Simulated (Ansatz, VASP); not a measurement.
**W2Se3: VASP beside Ansatz**

```
CELL_PARAMETERS angstrom
4.34969 0.00000 0.00000
-2.17485 3.76695 0.00000
0.00000 0.00000 7.30533
ATOMIC_POSITIONS crystal
W 0.33333 0.66667 0.09016
W 0.66667 0.33333 0.90984
Se 0.00000 0.00000 0.00000
Se 0.33333 0.66667 0.73947
Se 0.66667 0.33333 0.26053
```

Alike in both runs: functional PBE; k mesh 12 × 12 × 6; occupations gaussian, width 0.1 eV; no spin polarisation.

Ansatz relaxed the structure, and its values are those at the end. VASP's run is a single point on that final structure, the one shown.

|  | VASP | Ansatz |
| --- | --- | --- |
| version | VASP 6.6.1 | Ansatz 0.2.0 |
| potentials or method | VASP PAW PBE potentials, release 64 (W_sv, Se), cutoff 520 eV | scalar-relativistic, plane waves, PAW |
| valence electrons in the cell | 46 | 76 |

```csv
,VASP,Ansatz,Ansatz less VASP
gap on the k mesh at the Fermi level (eV),none,none,-
pressure (GPa),0.3,0.0,-0.26
rms of the force components (eV/Å),0.018,0.001,-0.0169
```

A gap of «none» marks a metal or a gap that the smearing closes. With one functional, cell and mesh, what is left measures potentials, basis and numerics. VASP's potentials hold 46 valence electrons a cell and Ansatz's 76, so a difference there can come from the potentials and not from the codes.

Neither program's run includes spin-orbit coupling.
